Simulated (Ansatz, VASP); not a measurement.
This is a calculation of GaSb3 for Ansatz 0.2.0.

Contents of input.yaml:

```yaml
crystal:
  lattice:
    - [0.0, 3.6544390392, 3.6544390392]
    - [3.6544390392, 0.0, 3.6544390392]
    - [3.6544390392, 3.6544390392, 0.0]
  atoms:
    - { symbol: Sb, position: [0.5, 0.5, 0.5] }
    - { symbol: Sb, position: [0.75, 0.75, 0.75] }
    - { symbol: Sb, position: [0.25, 0.25, 0.25] }
    - { symbol: Ga, position: [0.0, 0.0, 0.0] }
hamiltonian:
  xc: pbe
  pseudopotentials: { kind: paw }
kpoints:
  mp_grid: { grid: [6, 6, 6] }
scf:
  occupations: { method: fermi_dirac, width: 0.05 }
output:
  forces: true
  stress: true
  eigenvalues: true
```

Potentials or basis: Ansatz PAW.

Run with:

```bash
$ ansatz run input.yaml --threads 2 --pin off --max-ram 5120MiB --backend cpu --events-out ev --progress --plain --runs-dir out
```

**Question.** Set up the same calculation for VASP 6.6.1. Potentials there: VASP PAW PBE potentials, release 64 (Sb, Ga_d).

**Answer.** As run (the cutoff follows the program's own potentials):

The input INCAR:

```
SYSTEM = GaSb3
ALGO     = Normal         ! electronic algorithm
EDIFF    = 1E-6           ! SCF threshold, eV
ENCUT    = 520            ! plane-wave cutoff, eV
GGA      = PE             ! functional
ISIF     = 2              ! what is computed and relaxed
ISMEAR   = -1             ! smearing method
LASPH    = .TRUE.         ! aspherical terms in the spheres
LCHARG   = .FALSE.        ! write CHGCAR
LREAL    = .FALSE.        ! projectors in reciprocal space
LWAVE    = .FALSE.        ! write WAVECAR
NBANDS   = 22             ! bands
NELM     = 100            ! most SCF steps
PREC     = Accurate       ! precision mode
SIGMA    = 0.05           ! smearing width, eV
```

Contents of KPOINTS:

```
k-points
0
G
  6 6 6
  0 0 0
```

POSCAR

```
GaSb3
1.0
    0.0000000000      3.6544390392      3.6544390392
    3.6544390392      0.0000000000      3.6544390392
    3.6544390392      3.6544390392      0.0000000000
Sb Ga
3 1
Direct
    0.5000000000      0.5000000000      0.5000000000
    0.7500000000      0.7500000000      0.7500000000
    0.2500000000      0.2500000000      0.2500000000
    0.0000000000      0.0000000000      0.0000000000
```

Potentials or basis: VASP PAW PBE potentials, release 64 (Sb, Ga_d).

Launch:

```bash
$ cat potpaw_PBE.64/Sb/POTCAR potpaw_PBE.64/Ga_d/POTCAR > POTCAR
$ mpirun -np 1 vasp_std > vasp.out
```

Both were run:

|  | VASP | Ansatz | Ansatz less VASP |
| --- | --- | --- | --- |
| gap on the k mesh at the Fermi level (eV) | none | none | - |
| pressure (GPa) | 2.7 | 2.8 | +0.09 |

A gap of «none» marks a metal or a gap that the smearing closes. The functional is the same, so the differences come from potentials, cutoffs and numerics. VASP's potentials hold 28 valence electrons a cell and Ansatz's 58, so a difference there can come from the potentials and not from the codes.

Neither program's run includes spin-orbit coupling.
